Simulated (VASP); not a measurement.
Runs of VASP 6.6.1 on ZnS. The structure is that of space group Fm-3m (No. 225), or close to it. The cells are those of the table. 

| level | cell | gap on the mesh (eV) | pressure (GPa) |
| --- | --- | --- | --- |
| PBE | a = 3.579 Å, angles 60.0°, 2 atoms | none | 2.4 |
| r2SCAN | a = 3.650 Å, angles 60.0°, 2 atoms | 0.15 | (b) |
| PBE | a = 3.609 Å, angles 60.0°, 2 atoms | none | 0.1 |
| r2SCAN | a = 3.543 Å, angles 60.0°, 2 atoms | 0.14 | (a) |
| r2SCAN | a = 3.579 Å, angles 60.0°, 2 atoms | 0.14 | 0.2 |

Alike in all rows: task single point; potentials or basis VASP PAW PBE potentials, release 64 (Zn, S); no spin polarisation; k mesh 8 × 8 × 8; cutoff (eV) 520; smearing fermi-dirac 0.02 eV.

Task: Fill in the values left out.

Result: (a) 3.4; (b) -4.9.

Caveats: the PAW data sets were made with another functional, which shifts forces and pressure a little (some runs).

A k mesh can miss the band edges.

A gap of «none» marks levels without a gap at the run's occupations.
